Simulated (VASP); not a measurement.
# Cd3HgO4 in VASP: single point with PBE

Aim: the single point of Cd3HgO4 with PBE.

Everything below comes from runs of VASP 6.6.1. Logs are shortened: lines on timing, memory, paths and dates and some standing lists are left out, and cuts for length are marked.

## Step 1: The cell of the first run

The typed cell holds 8 atoms: a = 4.777 Å, b = 4.773 Å, c = 5.934 Å, α = 113.72°, β = 113.75°, γ = 89.98°.

## Step 2: Single point, PBE

File INCAR:

```
PREC     = Accurate       # precision mode
ENCUT    = 700            # plane-wave cutoff, eV
EDIFF    = 1E-6           # SCF threshold, eV
ISMEAR   = 0              # smearing method
SIGMA    = 0.2            # smearing width, eV
LREAL    = F              # projectors in reciprocal space
LASPH    = T              # aspherical terms in the spheres
NELM     = 120            # most SCF steps
ALGO     = Normal         # electronic algorithm
ISIF     = 2              # what is computed and relaxed
LWAVE    = F              # write WAVECAR
LCHARG   = F              # write CHGCAR
GGA      = PE             # functional
NBANDS   = 62             # bands
GGA_COMPAT= F
```

File KPOINTS:

```
Automatic mesh
0
Gamma
  6 6 6
```

File POSCAR:

```
Cd3HgO4
1.0
    4.7766519640      0.0009893456     -0.0002897522
    0.0010177356      4.7733626878      0.0001942161
   -2.3891866610     -2.3869719699      4.8790453228
Cd Hg O
3 1 4
Direct
    0.7499818337      0.2499728610      0.4999722912
    0.2500018760      0.7500314379      0.5000284094
    0.5000028754      0.5000023561     -0.0000010923
    0.0000319245      0.0000090475      0.0000308668
    0.5000054973     -0.0000062280     -0.0000119537
    0.7398995582      0.7399119065      0.4797928831
   -0.0000025774      0.4999885853     -0.0000144575
    0.2600790123      0.2600900336      0.5202030531
```

Potentials or basis: VASP PAW PBE potentials, release 64 (Cd_sv_GW, Hg_sv_GW, O).

Command:

```console
> cat potpaw_PBE.64/Cd_sv_GW/POTCAR potpaw_PBE.64/Hg_sv_GW/POTCAR potpaw_PBE.64/O/POTCAR > POTCAR
> mpirun -np 1 vasp_std > vasp.out
```

OUTCAR:

```text
PREC = Accurate
   ENCUT = 700
   EDIFF = 1E-6
   ISMEAR = 0
   LREAL = F
   LASPH = T
   NELM = 120
   ISIF = 2
   GGA = PE

 ion  position               nearest neighbor table
   1  0.750  0.250  0.500-
   2  0.250  0.750  0.500-
   3  0.500  0.500  1.000-
   4  0.000  0.000  0.000-   7 2.39   7 2.39   5 2.39   5 2.39   8 2.54   6 2.54
   5  0.500  1.000  1.000-   4 2.39   4 2.39
   6  0.740  0.740  0.480-   4 2.54
   7  1.000  0.500  1.000-   4 2.39   4 2.39
   8  0.260  0.260  0.520-   4 2.54

  LATTYP: Found a triclinic cell.
 ALAT       =     8.9871816162
 B/A-ratio  =     0.5311301144
 C/A-ratio  =     1.0857681040
 COS(alpha) =     0.0000824936
 COS(beta)  =     0.5429850546
 COS(gamma) =     0.7966282542

  Lattice vectors:

 A1 = (   2.3871511898,  -7.1597534057,  -4.8794337550)
 A2 = (  -0.0010177356,  -4.7733626878,  -0.0001942161)
 A3 = (   0.0007036224,  -0.0004080936,  -9.7579951095)

Analysis of symmetry for initial positions (statically):
=====================================================================
 Subroutine PRICEL returns:
 Original cell was already a primitive cell.

 Routine SETGRP: Setting up the symmetry group for a
 triclinic supercell.

 Subroutine GETGRP returns: Found  1 space group operations
 (whereof  1 operations were pure point group operations)
 out of a pool of  2 trial point group operations.

The static configuration has the point symmetry C_1 .

Analysis of symmetry for dynamics (positions and initial velocities):
=====================================================================
 Subroutine PRICEL returns:
 Original cell was already a primitive cell.

 Routine SETGRP: Setting up the symmetry group for a
 triclinic supercell.

 Subroutine GETGRP returns: Found  1 space group operations
 (whereof  1 operations were pure point group operations)
 out of a pool of  2 trial point group operations.

The dynamic configuration has the point symmetry C_1 .

 Subroutine INISYM returns: Found  1 space group operations
 (whereof  1 operations are pure point group operations),
 and found     1 'primitive' translations

[... 107 lines left out ...]
   LREAL  =      F    real-space projection
   EDIFFG = 0.1E-04   stopping-criterion for IOM
   NSW    =      0    number of steps for IOM
   IBRION =     -1    ionic relax: 0-MD 1-quasi-New 2-CG
   NFREE  =      0    steps in history (QN), initial steepest desc. (CG)
   ISIF   =      2    stress and relaxation
   ISYM   =      2    0-nonsym 1-usesym 2-fastsym
   POTIM  = 0.5000    time-step for ionic-motion
   TEBEG  =    0.0;   TEEND  =   0.0 temperature during run
   PSTRESS=    0.0 pullay stress
   NELECT =     104.0000    total number of electrons
   NUPDOWN=      -1.0000    fix difference up-down
   EMIN   =  10.00;   EMAX   =-10.00  energy-range for DOS
   EFERMI =   0.00;   METHOD = LEGACY
   ISMEAR =     0;   SIGMA  =   0.20  broadening in eV -4-tet -1-fermi 0-gaus
   EFERMI_NEDOS =   21; number of points for ismear=-14 and -15
   IALGO  =     38    algorithm
   IMIX   =      4    mixing-type and parameters
     AMIX     =   0.40;   BMIX     =  1.00
     AMIX_MAG =   1.60;   BMIX_MAG =  1.00
  volume/ion in A,a.u.               =      13.91        93.84
  Fermi-wavevector in a.u.,A,eV,Ry     =   1.600761  3.024999 34.864041  2.562435
  Thomas-Fermi vector in A             =   2.697846
   LORBIT       =      0    0 simple, 1 ext, 2 COOP (PROOUT), +10 PAW based schemes
   GGA     = PE    functional components
   LHFCALC =     F    Hartree Fock is set to
   AEXX    =    0.0000 exact exchange contribution
   IVDW    =     0    specifies the selected vdW correction
   LEPSILON=     F    determine dielectric tensor
   LRPA    =     F    only Hartree local field effects (RPA)
 non-spin polarized calculation
 Gauss-broadening in eV      SIGMA  =   0.20
  energy-cutoff  :      700.00
  volume of cell :      111.24
 maximum number of plane-waves:      4709
 NGX is ok and might be reduce to    42
   NGX = 21   NGY = 21   NGZ = 25

 number of electron     104.0000002 magnetization

 Free energy of the ion-electron system (eV)
  ---------------------------------------------------
  ext. energy  EPLUGINS =         0.00000000
  ---------------------------------------------------
  free energy    TOTEN  =       -28.92748982 eV

  energy without entropy =      -28.91485969  energy(sigma->0) =      -28.92117475

 E-fermi :   4.8357     XC(G=0): -11.6425

 val. band max:        4.7417864392   @ k =   0.0000  -0.1667   0.1667
 cond. band min:       5.0432966250   @ k =   0.5000   0.5000   0.1667
 fundamental gap:      0.3015101858
 Fermi energy:         4.8356625930

 k-point     1 :       0.0000    0.0000    0.0000
  band No.  band energies     occupation
      1    -108.6880      2.00000
      2     -96.0735      2.00000
      3     -96.0730      2.00000
      4     -95.9120      2.00000
      5     -57.1676      2.00000
      6     -57.1664      2.00000
[... 1549 lines left out ...]
     61      13.5970      0.00000
     62      14.3461      0.00000

 [... further k-points ...]

------------------------ aborting loop because EDIFF is reached ----------------------------------------

  FORCE on cell =-STRESS in cart. coord.  units (eV):
  Direction    XX          YY          ZZ          XY          YZ          ZX
  --------------------------------------------------------------------------------------
  -------------------------------------------------------------------------------------
  Total       -0.1319917     -0.1018629     -0.1709429     -0.0122413     -0.0011559      0.0046630
  in kB       -1.9009847     -1.4670601     -2.4619718     -0.1763027     -0.0166478      0.0671581
  external PRESSURE =      -1.9433388 kB  Pullay stress =       0.0000000 kB

 VOLUME and BASIS-vectors are now :
 -----------------------------------------------------------------------------
  energy-cutoff  :      700.00
  volume of cell :      111.24
      direct lattice vectors                 reciprocal lattice vectors
     4.776651964  0.000989346 -0.000289752     0.209357884 -0.000048808  0.102495166
     0.001017736  4.773362688  0.000194216    -0.000037174  0.209491757  0.102471304
    -2.389186661 -2.386971970  4.879045323     0.000012435 -0.000008342  0.204960137

 POSITION                                       TOTAL-FORCE (eV/Angst)
 -----------------------------------------------------------------------------------
      2.38813      0.00053      2.43922        -0.000270      0.000578      0.000368
      0.00027      2.38687      2.43973         0.000414     -0.000645     -0.000115
     -0.00034      0.00022      4.87899         0.000074     -0.000089      0.000016
      0.00008     -0.00003      0.00015        -0.000284      0.000154     -0.000593
      0.00021      2.38688      4.87904         0.000008      0.000038      0.000170
      2.38868      2.38735      2.34086        -0.000305     -0.000599     -0.008552
      2.38800      0.00068      4.87878        -0.000079     -0.000012      0.000204
     -0.00029      0.00005      2.53807         0.000441      0.000574      0.008503
 -----------------------------------------------------------------------------------
    total drift:                                0.000017      0.000023      0.000015

  FREE ENERGIE OF THE ION-ELECTRON SYSTEM (eV)
  ---------------------------------------------------
  free  energy   TOTEN  =       -28.9274898151 eV

  energy  without entropy=      -28.9148596904  energy(sigma->0) =      -28.92117475
```

OSZICAR:

```text
N       E                     dE             d eps       ncg     rms          rms(c)
DAV:   1     0.314141123622E+04    0.31414E+04   -0.66541E+04 14160   0.289E+03
DAV:   2     0.409926855607E+03   -0.27315E+04   -0.26521E+04 13888   0.105E+03
DAV:   3     0.444143342235E+01   -0.40549E+03   -0.38842E+03 21314   0.487E+02
DAV:   4    -0.346592550802E+02   -0.39101E+02   -0.38512E+02 22880   0.182E+02
DAV:   5    -0.360327891078E+02   -0.13735E+01   -0.13660E+01 21866   0.357E+01    0.294E+01
DAV:   6    -0.291567604493E+02    0.68760E+01   -0.26629E+01 25184   0.638E+01    0.325E+01
DAV:   7    -0.290399244709E+02    0.11684E+00   -0.34470E+00 19514   0.147E+01    0.220E+01
DAV:   8    -0.290557859894E+02   -0.15862E-01   -0.18060E+00 20190   0.122E+01    0.318E+00
DAV:   9    -0.289265040335E+02    0.12928E+00   -0.34331E-01 23040   0.661E+00    0.151E+00
DAV:  10    -0.289274885293E+02   -0.98450E-03   -0.42810E-02 20040   0.135E+00    0.234E-01
DAV:  11    -0.289274320046E+02    0.56525E-04   -0.29191E-03 23232   0.428E-01    0.197E-01
DAV:  12    -0.289274821002E+02   -0.50096E-04   -0.25141E-04 21224   0.108E-01    0.780E-02
DAV:  13    -0.289274887372E+02   -0.66370E-05   -0.30444E-05 17680   0.392E-02    0.308E-02
DAV:  14    -0.289274900518E+02   -0.13146E-05   -0.55114E-06 13882   0.193E-02    0.188E-02
DAV:  15    -0.289274898151E+02    0.23661E-06   -0.75191E-07  8960   0.123E-02
   1 F= -.28927490E+02 E0= -.28921175E+02  d E =-.126301E-01
```

Run time: 16 min. Hardware: 1 thread of AMD EPYC 9R45 (Zen 5), shared host; peak memory 1.1 GiB.

Results:

| Property | Result |
| --- | --- |
| Free energy | -28.9275 eV |
| Pressure | -0.2 GPa |
| Largest force | 0.009 eV/Å |
| Band gap on the k mesh | zero (bands 52 and 53 overlap by 1.57 eV) |

Forces in eV/Å, atoms in the order of the input:
```
Cd   0.000  0.001  0.000
Cd   0.000 -0.001  0.000
Cd   0.000  0.000  0.000
Hg   0.000  0.000 -0.001
O    0.000  0.000  0.000
O    0.000 -0.001 -0.009
O    0.000  0.000  0.000
O    0.000  0.001  0.009
```

Caveat: spin-orbit coupling is left out, which moves the levels of the heavy elements.

The gap in the log of VASP goes by the Fermi energy; the results here count the filled bands.